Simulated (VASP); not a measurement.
# HPt12 in VASP: single point with PBE

Aim: the single point of HPt12 with PBE.

Program: VASP 6.6.1. These are calculated values, not measurements. Logs are shortened: lines on timing, memory, paths and dates and some standing lists are left out, and cuts for length are marked.

## Step 1: The cell of the first run

The cell holds a slab with vacuum, 13 atoms: a = 5.614 Å, b = 5.614 Å, c = 19.351 Å, α = 90.00°, β = 90.00°, γ = 90.00°.

## Step 2: Single point, PBE

INCAR reads:

```
PREC     = Accurate       # precision mode
ENCUT    = 520            # plane-wave cutoff, eV
EDIFF    = 1E-6           # SCF threshold, eV
ISMEAR   = 0              # smearing method
SIGMA    = 0.1            # smearing width, eV
LREAL    = F              # projectors in reciprocal space
LASPH    = T              # aspherical terms in the spheres
NELM     = 80             # most SCF steps
ALGO     = Normal         # electronic algorithm
ISIF     = 2              # what is computed and relaxed
LWAVE    = F              # write WAVECAR
LCHARG   = F              # write CHGCAR
LDIPOL   = T            
IDIPOL   = 3            
DIPOL    = 0.5 0.5 0.318
GGA      = PE             # functional
NBANDS   = 72             # bands
```

KPOINTS reads:

```
regular mesh
0
Gamma
  5 5 1
```

POSCAR reads:

```
HPt12
1.0
    5.6143281324      0.0000000000      0.0000000000
    0.0000000000      5.6143281324      0.0000000000
    0.0000000000      0.0000000000     19.3513900856
Pt H
12 1
Direct
    0.2500000000      0.2500000000      0.2067034969
    0.2500000000      0.7500000000      0.2067034969
    0.7500000000      0.2500000000      0.2067034969
    0.7500000000      0.7500000000      0.2067034969
    0.0000000000      0.0000000000      0.3062505494
    0.0000000000      0.5000000000      0.3062505494
    0.5000000000      0.0000000000      0.3062505494
    0.5000000000      0.5000000000      0.3062505494
    0.2500000000      0.2500000000      0.4057274465
    0.2500000000      0.7500000000      0.4057274465
    0.7500000000      0.2500000000      0.4057274465
    0.7500000000      0.7500000000      0.4057274465
    0.2500000000      0.5000000000      0.4606138561
```

Potentials or basis: VASP PAW PBE potentials, release 64 (Pt, H).

The run is started by

```sh
> cat potpaw_PBE.64/Pt/POTCAR potpaw_PBE.64/H/POTCAR > POTCAR
> mpirun -np 1 vasp_std > vasp.out
```

OUTCAR:

```text
PREC = Accurate
   ENCUT = 520
   EDIFF = 1E-6
   ISMEAR = 0
   LREAL = F
   LASPH = T
   NELM = 80
   ISIF = 2
   GGA = PE

 ion  position               nearest neighbor table
   1  0.250  0.250  0.207-   5 2.77   6 2.77   7 2.77   8 2.77   2 2.81   3 2.81   2 2.81   3 2.81

   2  0.250  0.750  0.207-   5 2.77   6 2.77   7 2.77   8 2.77   1 2.81   4 2.81   1 2.81   4 2.81

   3  0.750  0.250  0.207-   5 2.77   6 2.77   7 2.77   8 2.77   1 2.81   4 2.81   4 2.81   1 2.81

   4  0.750  0.750  0.207-   5 2.77   6 2.77   7 2.77   8 2.77   2 2.81   3 2.81   3 2.81   2 2.81

   5  0.000  0.000  0.306-   9 2.77  10 2.77  11 2.77  12 2.77   1 2.77   2 2.77   3 2.77   4 2.77
                             6 2.81   7 2.81   6 2.81   7 2.81
   6  0.000  0.500  0.306-   9 2.77  10 2.77  11 2.77  12 2.77   1 2.77   2 2.77   3 2.77   4 2.77
                             5 2.81   8 2.81   5 2.81   8 2.81
   7  0.500  0.000  0.306-   9 2.77  10 2.77  11 2.77  12 2.77   1 2.77   2 2.77   3 2.77   4 2.77
                             5 2.81   8 2.81   8 2.81   5 2.81
   8  0.500  0.500  0.306-   9 2.77  10 2.77  11 2.77  12 2.77   1 2.77   2 2.77   3 2.77   4 2.77
                             6 2.81   7 2.81   7 2.81   6 2.81
   9  0.250  0.250  0.406-  13 1.76   6 2.77   7 2.77   8 2.77   5 2.77  11 2.81  10 2.81  10 2.81
                            11 2.81
  10  0.250  0.750  0.406-  13 1.76   6 2.77   7 2.77   8 2.77   5 2.77  12 2.81   9 2.81   9 2.81
                            12 2.81
  11  0.750  0.250  0.406-   5 2.77   6 2.77   7 2.77   8 2.77   9 2.81  12 2.81  12 2.81   9 2.81

  12  0.750  0.750  0.406-   5 2.77   6 2.77   7 2.77   8 2.77  10 2.81  11 2.81  11 2.81  10 2.81

  13  0.250  0.500  0.461-   9 1.76  10 1.76

  LATTYP: Found a simple tetragonal cell.
 ALAT       =     5.6143281324
 C/A-ratio  =     3.4467864416

  Lattice vectors:

 A1 = (   5.6143281324,   0.0000000000,   0.0000000000)
 A2 = (   0.0000000000,   5.6143281324,   0.0000000000)
 A3 = (   0.0000000000,   0.0000000000,  19.3513900856)

Analysis of symmetry for initial positions (statically):
=====================================================================
 Subroutine PRICEL returns:
 Original cell was already a primitive cell.

 Routine SETGRP: Setting up the symmetry group for a
 simple tetragonal supercell.

 Subroutine GETGRP returns: Found  4 space group operations
 (whereof  2 operations were pure point group operations)
 out of a pool of 16 trial point group operations.

The static configuration has the point symmetry C_1h.
 The point group associated with its full space group is C_2v.

Analysis of symmetry for dynamics (positions and initial velocities):
=====================================================================
 Subroutine PRICEL returns:
 Original cell was already a primitive cell.

 Routine SETGRP: Setting up the symmetry group for a
 simple tetragonal supercell.

 Subroutine GETGRP returns: Found  4 space group operations
 (whereof  2 operations were pure point group operations)
 out of a pool of 16 trial point group operations.

The dynamic configuration has the point symmetry C_1h.
 The point group associated with its full space group is C_2v.

 Subroutine INISYM returns: Found  4 space group operations
 (whereof  2 operations are pure point group operations),
 and found     1 'primitive' translations

----------------------------------------------------------------------------------------

                                     Primitive cell

  volume of cell :     609.9690

  direct lattice vectors                    reciprocal lattice vectors
     5.614328132  0.000000000  0.000000000     0.178115703  0.000000000  0.000000000
     0.000000000  5.614328132  0.000000000     0.000000000  0.178115703  0.000000000
     0.000000000  0.000000000 19.351390086     0.000000000  0.000000000  0.051675874

  length of vectors
     5.614328132  5.614328132 19.351390086     0.178115703  0.178115703  0.051675874

  position of ions in fractional coordinates (direct lattice)
     0.250000000  0.250000000  0.206703497
     0.250000000  0.750000000  0.206703497
     0.750000000  0.250000000  0.206703497
     0.750000000  0.750000000  0.206703497
     0.000000000  0.000000000  0.306250549
     0.000000000  0.500000000  0.306250549
     0.500000000  0.000000000  0.306250549
     0.500000000  0.500000000  0.306250549
     0.250000000  0.250000000  0.405727447
     0.250000000  0.750000000  0.405727447
     0.750000000  0.250000000  0.405727447
     0.750000000  0.750000000  0.405727447
     0.250000000  0.500000000  0.460613856

  ion indices of the primitive-cell ions
   primitive index   ion index
                 1           1
                 2           2
                 3           3
                 4           4
                 5           5
                 6           6
                 7           7
                 8           8
                 9           9
                10          10
                11          11
                12          12
                13          13

----------------------------------------------------------------------------------------

 KPOINTS: regular mesh

Automatic generation of k-mesh.
 Grid dimensions read from file:
 generate k-points for:    5    5    1

 Generating k-lattice:

  Cartesian coordinates                     Fractional coordinates (reciprocal lattice)
     0.035623141  0.000000000  0.000000000     0.200000000  0.000000000  0.000000000
     0.000000000  0.035623141  0.000000000     0.000000000  0.200000000  0.000000000
     0.000000000  0.000000000  0.051675874     0.000000000  0.000000000  1.000000000

  Length of vectors
     0.035623141  0.035623141  0.051675874

  Shift w.r.t. Gamma in fractional coordinates (k-lattice)
     0.000000000  0.000000000  0.000000000

 Subroutine IBZKPT returns following result:
 ===========================================

 Found      9 irreducible k-points:

 Following reciprocal coordinates:
            Coordinates               Weight
  0.000000  0.000000  0.000000      1.000000
  0.200000  0.000000  0.000000      2.000000
  0.000000  0.200000  0.000000      2.000000
  0.400000  0.000000  0.000000      2.000000
  0.000000  0.400000  0.000000      2.000000
  0.200000  0.200000  0.000000      4.000000
  0.400000  0.200000  0.000000      4.000000
 -0.200000  0.400000  0.000000      4.000000
  0.400000  0.400000  0.000000      4.000000
   k-points           NKPTS =      9   k-points in BZ     NKDIM =      9   number of bands    NBANDS=     72
   number of dos      NEDOS =    301   number of ions     NIONS =     13
   total plane-waves  NPLWV = 254016
   dimension x,y,z NGX =    42 NGY =   42 NGZ =  144
   dimension x,y,z NGXF=    84 NGYF=   84 NGZF=  288
   ions per type =              12   1
   NGX,Y,Z   is equivalent  to a cutoff of  12.44, 12.44, 12.37 a.u.
   NGXF,Y,Z  is equivalent  to a cutoff of  24.87, 24.87, 24.74 a.u.
 SYSTEM =  unknown system
   PREC   = accura    normal or accurate (medium, high low for compatibility)
   ISTART =      0    job   : 0-new  1-cont  2-samecut
   ICHARG =      2    charge: 1-file 2-atom 10-const
   ISPIN  =      1    spin polarized calculation?
   LNONCOLLINEAR =      F non collinear calculations
   LSORBIT =      F    spin-orbit coupling
   LASPH  =      T    aspherical Exc in radial PAW
   ENCUT  =  520.0 eV  38.22 Ry    6.18 a.u.  10.44 10.44 35.98*2*pi/ulx,y,z
   NELM   =     80;   NELMIN=  2; NELMDL= -5     # of ELM steps
   EDIFF  = 0.1E-05   stopping-criterion for ELM
   LREAL  =      F    real-space projection
   EDIFFG = 0.1E-04   stopping-criterion for IOM
   NSW    =      0    number of steps for IOM
   IBRION =     -1    ionic relax: 0-MD 1-quasi-New 2-CG
   NFREE  =      0    steps in history (QN), initial steepest desc. (CG)
   ISIF   =      2    stress and relaxation
   ISYM   =      2    0-nonsym 1-usesym 2-fastsym
   POTIM  = 0.5000    time-step for ionic-motion
   TEBEG  =    0.0;   TEEND  =   0.0 temperature during run
   PSTRESS=    0.0 pullay stress
   NELECT =     121.0000    total number of electrons
   NUPDOWN=      -1.0000    fix difference up-down
   EMIN   =  10.00;   EMAX   =-10.00  energy-range for DOS
   EFERMI =   0.00;   METHOD = LEGACY
   ISMEAR =     0;   SIGMA  =   0.10  broadening in eV -4-tet -1-fermi 0-gaus
   EFERMI_NEDOS =   21; number of points for ismear=-14 and -15
   IALGO  =     38    algorithm
   IMIX   =      4    mixing-type and parameters
     AMIX     =   0.40;   BMIX     =  1.00
     AMIX_MAG =   1.60;   BMIX_MAG =  1.00
  volume/ion in A,a.u.               =      46.92       316.64
  Fermi-wavevector in a.u.,A,eV,Ry     =   0.954774  1.804262 12.402988  0.911594
  Thomas-Fermi vector in A             =   2.083552
   LORBIT       =      0    0 simple, 1 ext, 2 COOP (PROOUT), +10 PAW based schemes
   GGA     = PE    functional components
   LHFCALC =     F    Hartree Fock is set to
   AEXX    =    0.0000 exact exchange contribution
   IVDW    =     0    specifies the selected vdW correction
   LEPSILON=     F    determine dielectric tensor
   LRPA    =     F    only Hartree local field effects (RPA)
 non-spin polarized calculation
 Gauss-broadening in eV      SIGMA  =   0.10
  energy-cutoff  :      520.00
  volume of cell :      609.97
 maximum number of plane-waves:     16469
 NGX is ok and might be reduce to    42
   NGX = 21   NGY = 21   NGZ = 71

 dipolmoment           0.000000      0.000000      0.000085 electrons x Angstroem

 number of electron     121.0000009 magnetization

 dipolmoment           0.000000      0.000000     -0.001161 electrons x Angstroem

 Free energy of the ion-electron system (eV)
  ---------------------------------------------------
  ext. energy  EPLUGINS =         0.00000000
  ---------------------------------------------------
  free energy    TOTEN  =       -69.93525542 eV

  energy without entropy =      -69.80647856  energy(sigma->0) =      -69.87086699

 E-fermi :  -0.6327     XC(G=0):  -5.0562

 val. band max:       -0.6429535854   @ k =   0.4000   0.4000   0.0000
 cond. band min:      -0.6237242188   @ k =   0.4000   0.4000   0.0000
 fundamental gap:      0.0192293666
 Fermi energy:        -0.6327007408

 k-point     1 :       0.0000    0.0000    0.0000
  band No.  band energies     occupation
      1      -9.5985      2.00000
      2      -7.8315      2.00000
      3      -7.1044      2.00000
      4      -7.1004      2.00000
      5      -6.9096      2.00000
      6      -6.8624      2.00000
[... 64 lines left out ...]
     71       2.3310      0.00000
     72       2.9740      0.00000

 k-point     2 :       0.2000    0.0000    0.0000
  band No.  band energies     occupation
      1      -9.3689      2.00000
      2      -7.7942      2.00000
      3      -7.2394      2.00000
      4      -6.8742      2.00000
      5      -6.7865      2.00000
      6      -6.7072      2.00000
[... 517 lines left out ...]
 k-point     9 :       0.4000    0.4000    0.0000
  band No.  band energies     occupation
      1      -7.8668      2.00000
      2      -7.1985      2.00000
      3      -7.0201      2.00000
      4      -6.7423      2.00000
      5      -6.4703      2.00000
      6      -5.9464      2.00000
[... 64 lines left out ...]
     71       2.7850      0.00000
     72       3.5598      0.00000

------------------------ aborting loop because EDIFF is reached ----------------------------------------

 vacuum level on the upper side and lower side of the slab       (xc-potential included)        -0.132        -0.135

  FORCE on cell =-STRESS in cart. coord.  units (eV):
  Direction    XX          YY          ZZ          XY          YZ          ZX
  --------------------------------------------------------------------------------------
  -------------------------------------------------------------------------------------
  Total      -11.5936772    -12.0125753      1.4705701      0.0000000      0.0000000      0.0000000
  in kB      -30.4525759    -31.5528762      3.8626786      0.0000000      0.0000000      0.0000000
  external PRESSURE =     -19.3809245 kB  Pullay stress =       0.0000000 kB

 VOLUME and BASIS-vectors are now :
 -----------------------------------------------------------------------------
  energy-cutoff  :      520.00
  volume of cell :      609.97
      direct lattice vectors                 reciprocal lattice vectors
     5.614328132  0.000000000  0.000000000     0.178115703  0.000000000  0.000000000
     0.000000000  5.614328132  0.000000000     0.000000000  0.178115703  0.000000000
     0.000000000  0.000000000 19.351390086     0.000000000  0.000000000  0.051675874

 POSITION                                       TOTAL-FORCE (eV/Angst)
 -----------------------------------------------------------------------------------
      1.40358      1.40358      4.00000        -0.000000     -0.071635      0.044462
      1.40358      4.21075      4.00000        -0.000000      0.071635      0.044462
      4.21075      1.40358      4.00000        -0.000000     -0.008924     -0.111905
      4.21075      4.21075      4.00000        -0.000000      0.008924     -0.111905
      0.00000      0.00000      5.92637        -0.045874      0.000000     -0.027640
      0.00000      2.80716      5.92637        -0.157549      0.000000     -0.260775
      2.80716      0.00000      5.92637         0.045874      0.000000     -0.027640
      2.80716      2.80716      5.92637         0.157549      0.000000     -0.260775
      1.40358      1.40358      7.85139        -0.000000     -0.205629      0.309082
      1.40358      4.21075      7.85139        -0.000000      0.205629      0.309082
      4.21075      1.40358      7.85139        -0.000000     -0.071939      0.038620
      4.21075      4.21075      7.85139        -0.000000      0.071939      0.038620
      1.40358      2.80716      8.91352        -0.000000      0.000000      0.016313
 -----------------------------------------------------------------------------------
    total drift:                                0.000000      0.000000     -0.000121

  FREE ENERGIE OF THE ION-ELECTRON SYSTEM (eV)
  ---------------------------------------------------
  free  energy   TOTEN  =       -69.9352554243 eV

  energy  without entropy=      -69.8064785622  energy(sigma->0) =      -69.87086699

 vacuum level on the upper side and lower side of the slab         4.923         4.912
```

It took 15 min on 1 thread of Intel Xeon Platinum 8488C (Sapphire Rapids), shared host; peak memory 0.71 GiB.

Results:

- Free energy: -69.9353 eV
- Largest force: 0.371 eV/Å
- Band gap on the k mesh: zero (an odd number of electrons rules out a gap without spin polarisation)

Forces in eV/Å, atoms in the order of the input:
```
Pt   0.000 -0.072  0.044
Pt   0.000  0.072  0.044
Pt   0.000 -0.009 -0.112
Pt   0.000  0.009 -0.112
Pt  -0.046  0.000 -0.028
Pt  -0.158  0.000 -0.261
Pt   0.046  0.000 -0.028
Pt   0.158  0.000 -0.261
Pt   0.000 -0.206  0.309
Pt   0.000  0.206  0.309
Pt   0.000 -0.072  0.039
Pt   0.000  0.072  0.039
H    0.000  0.000  0.016
```

Caveat: spin-orbit coupling is left out, which moves the levels of the heavy elements.
